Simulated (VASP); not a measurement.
# SrTiO3 (I4/mcm) in VASP: further runs, part 2 of 2

VASP 6.6.1.

### 3 Single point, PBE (z stretched by -1 %, then relaxed in part)

Contents of INCAR:

```
ALGO = Normal
EDIFF = 1E-6
ENCUT = 600
GGA = PE
GGA_COMPAT = F
ISIF = 2
ISMEAR = -1
LASPH = T
LCHARG = F
LREAL = F
LWAVE = F
NBANDS = 51
NELM = 120
PREC = Accurate
SIGMA = 0.02
```

Contents of KPOINTS:

```
k-points
0
Gamma
  8 8 8
```

Contents of POSCAR:

```
SrTiO3
1.0
   -2.7555000000      2.7555000000      3.8590200000
    2.7555000000     -2.7555000000      3.8590200000
    2.7555000000      2.7555000000     -3.8590200000
Sr Ti O
2 2 6
Direct
    0.7500000000      0.2500000000      0.5000000000
    0.2500000000      0.7500000000      0.5000000000
    0.0000000000      0.0000000000      0.0000000000
    0.5000000000      0.5000000000      0.0000000000
    0.2500000000      0.2500000000      0.0000000000
    0.7500000000      0.7500000000      0.0000000000
    0.7283236544      0.2283236544      0.9566473088
    0.2283236544      0.2716763456      0.5000000000
    0.2716763456      0.7716763456      0.0433526912
    0.7716763456      0.7283236544      0.5000000000
```

Potentials or basis: VASP PAW PBE potentials, release 64 (Sr_sv, Ti_sv, O).

Started as:

```
$ cat potpaw_PBE.64/Sr_sv/POTCAR potpaw_PBE.64/Ti_sv/POTCAR potpaw_PBE.64/O/POTCAR > POTCAR
$ mpirun -np 1 vasp_std > vasp.out
```

OUTCAR:

```text
EDIFF = 1E-6
   ENCUT = 600
   GGA = PE
   ISIF = 2
   ISMEAR = -1
   LASPH = T
   LREAL = F
   NELM = 120
   PREC = Accurate

 ion  position               nearest neighbor table
   1  0.750  0.250  0.500-   7 2.62   8 2.62   9 2.62  10 2.62   5 2.76   6 2.76   6 2.76   5 2.76
                            10 2.86   9 2.86   8 2.86   7 2.86   4 3.36   3 3.36   4 3.36   4 3.36
   2  0.250  0.750  0.500-   7 2.62   8 2.62   9 2.62  10 2.62   5 2.76   6 2.76   5 2.76   6 2.76
                             9 2.86  10 2.86   8 2.86   7 2.86   4 3.36   3 3.36   4 3.36   3 3.36
   3  0.000  0.000  0.000-   5 1.93   6 1.93   7 1.96   8 1.96   9 1.96  10 1.96   1 3.36   2 3.36
[... 1526 lines left out ...]

 VOLUME and BASIS-vectors are now :
 -----------------------------------------------------------------------------
  energy-cutoff  :      600.00
  volume of cell :      117.20
      direct lattice vectors                 reciprocal lattice vectors
    -2.755500000  2.755500000  3.859020000     0.000000000  0.181455271  0.129566574
     2.755500000 -2.755500000  3.859020000     0.181455271  0.000000000  0.129566574
     2.755500000  2.755500000 -3.859020000     0.181455271  0.181455271  0.000000000

 POSITION                                       TOTAL-FORCE (eV/Angst)
 -----------------------------------------------------------------------------------
     -0.00000      2.75550      1.92951        -0.000000     -0.000000      0.000000
      2.75550     -0.00000      1.92951        -0.000000     -0.000000      0.000000
      0.00000      0.00000      0.00000        -0.000000      0.000000      0.000000
      0.00000      0.00000      3.85902        -0.000000      0.000000      0.000000
      0.00000      0.00000      1.92951        -0.000000     -0.000000      0.000000
      0.00000      0.00000      5.78853        -0.000000     -0.000000      0.000000
      1.25829      4.01379      0.00000         0.005615      0.005615      0.000000
      1.49721      1.25829      0.00000        -0.005615      0.005615      0.000000
      1.49721     -1.25829      3.85902        -0.005615     -0.005615     -0.000000
      1.25829      1.49721      3.85902         0.005615     -0.005615      0.000000
 -----------------------------------------------------------------------------------
    total drift:                               -0.000000      0.000000     -0.000000

  FREE ENERGIE OF THE ION-ELECTRON SYSTEM (eV)
  ---------------------------------------------------
  free  energy   TOTEN  =       -80.0897012005 eV

  energy  without entropy=      -80.0897012005  energy(sigma->0) =      -80.08970120
```

OSZICAR:

```text
N       E                     dE             d eps       ncg     rms          rms(c)
DAV:   1     0.106180868451E+04    0.10618E+04   -0.43622E+04  6018   0.191E+03
DAV:   2     0.674753966655E+02   -0.99433E+03   -0.93261E+03  6453   0.532E+02
DAV:   3    -0.922229912546E+02   -0.15970E+03   -0.15557E+03  7770   0.197E+02
DAV:   4    -0.100310544960E+03   -0.80876E+01   -0.80650E+01  9036   0.445E+01
DAV:   5    -0.100634802991E+03   -0.32426E+00   -0.32388E+00  8668   0.727E+00    0.388E+01
DAV:   6    -0.796209456292E+02    0.21014E+02   -0.10767E+02  8861   0.722E+01    0.230E+01
DAV:   7    -0.802000245953E+02   -0.57908E+00   -0.17849E+01  8125   0.239E+01    0.162E+01
DAV:   8    -0.802478944090E+02   -0.47870E-01   -0.30717E+00  8284   0.147E+01    0.408E+00
DAV:   9    -0.800964005050E+02    0.15149E+00   -0.78094E-01  8179   0.738E+00    0.134E+00
DAV:  10    -0.801184878051E+02   -0.22087E-01   -0.32154E-01  7437   0.277E+00    0.146E+00
DAV:  11    -0.800891249549E+02    0.29363E-01   -0.93689E-02  8033   0.229E+00    0.191E-01
DAV:  12    -0.800897107808E+02   -0.58583E-03   -0.10334E-02  7544   0.482E-01    0.117E-01
DAV:  13    -0.800896426862E+02    0.68095E-04   -0.69788E-04  9346   0.210E-01    0.498E-02
DAV:  14    -0.800897299137E+02   -0.87228E-04   -0.20045E-04  8109   0.941E-02    0.512E-02
DAV:  15    -0.800897047487E+02    0.25165E-04   -0.18072E-04  8400   0.120E-01    0.256E-02
DAV:  16    -0.800897014829E+02    0.32658E-05   -0.27880E-05  8305   0.444E-02    0.591E-03
DAV:  17    -0.800897012005E+02    0.28243E-06   -0.16933E-06  5576   0.742E-03
   1 F= -.80089701E+02 E0= -.80089701E+02  d E =-.460130E-14
```

stdout:

```text
POSCAR found type information on POSCAR SrTiO
 POSCAR found :  3 types and      10 ions
 scaLAPACK will be used
 LDA part: xc-table for (Slater+PW92), standard interpolation
 POSCAR, INCAR and KPOINTS ok, starting setup
 FFT: planning ... GRIDC
 FFT: planning ... GRID_SOFT
 FFT: planning ... GRID
 WAVECAR not read
 entering main loop
```

Run time: 19 min. Hardware: 1 thread of Intel Xeon 8259CL, shared host; peak memory 0.57 GiB.

What came out:

```yaml
Free_energy: -80.0897 eV
Pressure: 7.7 GPa
Largest_force: 0.008 eV/Å
Band_gap_on_the_k_mesh: 1.96 eV
```

Forces in eV/Å, atoms in the order of the input:
```
Sr   0.000  0.000  0.000
Sr   0.000  0.000  0.000
Ti   0.000  0.000  0.000
Ti   0.000  0.000  0.000
O    0.000  0.000  0.000
O    0.000  0.000  0.000
O    0.006  0.006  0.000
O   -0.006  0.006  0.000
O   -0.006 -0.006  0.000
O    0.006 -0.006  0.000
```

Caveat: the cell differs from its parent crystal (z stretched by -1 %, then relaxed in part); the cell stands under pressure.

### 4 Single point, PBE (12.55 Å³/atom)

This run uses another cell than the first one, of 12.55 Å³/atom.

Contents of INCAR:

```
PREC     = Accurate       # precision mode
ENCUT    = 600            # plane-wave cutoff, eV
EDIFF    = 1E-6           # SCF threshold, eV
ISMEAR   = -1             # smearing method
SIGMA    = 0.02           # smearing width, eV
LREAL    = F              # projectors in reciprocal space
LASPH    = T              # aspherical terms in the spheres
NELM     = 120            # most SCF steps
ALGO     = Normal         # electronic algorithm
ISIF     = 2              # what is computed and relaxed
LWAVE    = F              # write WAVECAR
LCHARG   = T              # write CHGCAR
GGA      = PE             # functional
LELF     = T              # ELF
LVHAR    = T            
NBANDS   = 51             # bands
GGA_COMPAT= F
```

Contents of KPOINTS:

```
regular mesh
0
Gamma
  8 8 8
```

POSCAR: that of step 3 with these lines changed.

```diff
@@ -2,5 +2,5 @@
 1.0
-   -2.7555000000      2.7555000000      3.8590200000
-    2.7555000000     -2.7555000000      3.8590200000
-    2.7555000000      2.7555000000     -3.8590200000
+   -2.8095431322      2.8095431322      3.9744507818
+    2.8095431322     -2.8095431322      3.9744507818
+    2.8095431322      2.8095431322     -3.9744507818
 Sr Ti O
```

Started as:

```
$ cat potpaw_PBE.64/Sr_sv/POTCAR potpaw_PBE.64/Ti_sv/POTCAR potpaw_PBE.64/O/POTCAR > POTCAR
$ mpirun -np 1 vasp_std > vasp.out
```

Run time: 14 min. Hardware: 1 thread of Intel Xeon 8259CL, shared host; peak memory 0.59 GiB.

The run converged. Its results:

```
Free energy            : -80.1868 eV
Pressure               : -4.4 GPa
Largest force          : 0.025 eV/Å
Band gap on the k mesh : 1.83 eV
```

Forces in eV/Å, atoms in the order of the input:
```
Sr   0.000  0.000  0.000
Sr   0.000  0.000  0.000
Ti   0.000  0.000  0.000
Ti   0.000  0.000  0.000
O    0.000  0.000  0.000
O    0.000  0.000  0.000
O    0.018  0.018  0.000
O   -0.018  0.018  0.000
O   -0.018 -0.018  0.000
O    0.018 -0.018  0.000
```

Stress tensor (GPa, compression positive):
```
-4.62  0.00  0.00
 0.00 -4.62  0.00
 0.00  0.00 -3.87
```

Levels at points of the mesh, in eV from the valence-band top:
| k point | band 38 | band 39 | band 40 | band 41 | band 42 | band 43 |
| --- | --- | --- | --- | --- | --- | --- |
| (0.00, 0.00, 0.00) | -0.11 | 0.00 | 0.00 | 1.83 | 1.83 | 1.84 |
| (0.50, 0.00, 0.00) | -0.73 | -0.54 | -0.54 | 3.14 | 3.14 | 3.19 |
| (0.50, 0.50, 0.00) | -0.69 | -0.68 | -0.04 | 1.95 | 3.46 | 3.48 |
| (0.50, 0.50, 0.50) | -0.64 | -0.64 | -0.08 | 1.97 | 3.45 | 3.45 |

Caveat: the cell stands under tension.

### 5 Summary

| cell | gap on the mesh (eV) | pressure (GPa) | largest force (eV/Å) |
| --- | --- | --- | --- |
| a = 5.475 Å, angles 120.0, 120.0, 90.0°, 10 atoms | 1.99 | 9.7 | 0.02 |
| a = 5.484 Å, angles 119.7, 119.7, 90.6°, 10 atoms | 1.96 | 7.7 | 0.01 |
| a = 5.620 Å, angles 120.0, 120.0, 90.0°, 10 atoms | 1.83 | -4.4 | 0.03 |

Alike in all rows: task single point; level PBE; potentials or basis VASP PAW PBE potentials, release 64 (Sr_sv, Ti_sv, O); no spin polarisation; k mesh 8 × 8 × 8; cutoff (eV) 600; smearing fermi-dirac 0.02 eV.

Caveats: the cell stands under pressure (at least some runs); the cell stands under tension (at least some runs).

Absolute energies hang on the potentials; compare differences alone.
